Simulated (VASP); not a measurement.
Wanted: the native input for a VASP 6.6.1 run.

```
Task                   : single point
Functional             : PBE
Potentials or basis    : VASP PAW PBE potentials, release 64 (Fe_sv, O)
Cutoff                 : 600 eV
k mesh                 : 10 × 10 × 10
Occupations            : fermi-dirac, width 0.05 eV
Spin                   : collinear spin, ferromagnetic start
Starting moments       : [3.0, 0.0] μB
Dipole correction      : no
Second run             : valence_matched
Further INCAR settings : ALGO = Normal; EDIFF = 1e-06; NBANDS = 22
```

The structure of FeO lies in POSCAR:

```
FeO
1.0
    2.6297712576      0.0000000000      0.0000000000
    0.0000000000      2.6297712576      0.0000000000
    0.0000000000      0.0000000000      2.6297712576
Fe O
1 1
Direct
    0.0000000000      0.0000000000      0.0000000000
    0.5000000000      0.5000000000      0.5000000000
```

One way to write it, as run:

INCAR

```
SYSTEM = FeO
ALGO     = Normal         ! electronic algorithm
EDIFF    = 1E-6           ! SCF threshold, eV
ENCUT    = 600            ! plane-wave cutoff, eV
GGA      = PE             ! functional
GGA_COMPAT= .FALSE.      
ISIF     = 2              ! what is computed and relaxed
ISMEAR   = -1             ! smearing method
ISPIN    = 2              ! spin polarisation
LASPH    = .TRUE.         ! aspherical terms in the spheres
LCHARG   = .FALSE.        ! write CHGCAR
LMAXMIX  = 4              ! l up to which the mixer works
LORBIT   = 11             ! projections on sites
LREAL    = .FALSE.        ! projectors in reciprocal space
LWAVE    = .FALSE.        ! write WAVECAR
MAGMOM   = 3 0            ! initial moments
NBANDS   = 22             ! bands
NELM     = 200            ! most SCF steps
PREC     = Accurate       ! precision mode
SIGMA    = 0.05           ! smearing width, eV
```

KPOINTS

```
k-points
0
G
  10 10 10
  0 0 0
```

Potentials or basis: VASP PAW PBE potentials, release 64 (Fe_sv, O).

Launch:

```console
$ cat potpaw_PBE.64/Fe_sv/POTCAR potpaw_PBE.64/O/POTCAR > POTCAR
$ mpirun -np 1 vasp_std > vasp.out
```

Results of the run:

```yaml
Pressure: 2.1 GPa
Band_gap_on_the_k_mesh: zero (filled and empty bands overlap)
Net_moment: 4.00 μB per cell
Site_moments: Fe +3.41; O +0.36 μB
Valence_electrons_inside_the_program's_atomic_spheres: Fe 13.63; O 4.97
```

Caveat: a cell with one magnetic atom can't hold antiferromagnetic order, which such compounds often take; semilocal functionals often make such compounds metallic where correlation or magnetic order opens a gap, which also shifts bond lengths.

Wall time 39 s on 1 thread of Intel(R) Xeon(R) Platinum 8488C (Sapphire Rapids), with other jobs on the host, peak memory 0.17 GiB.
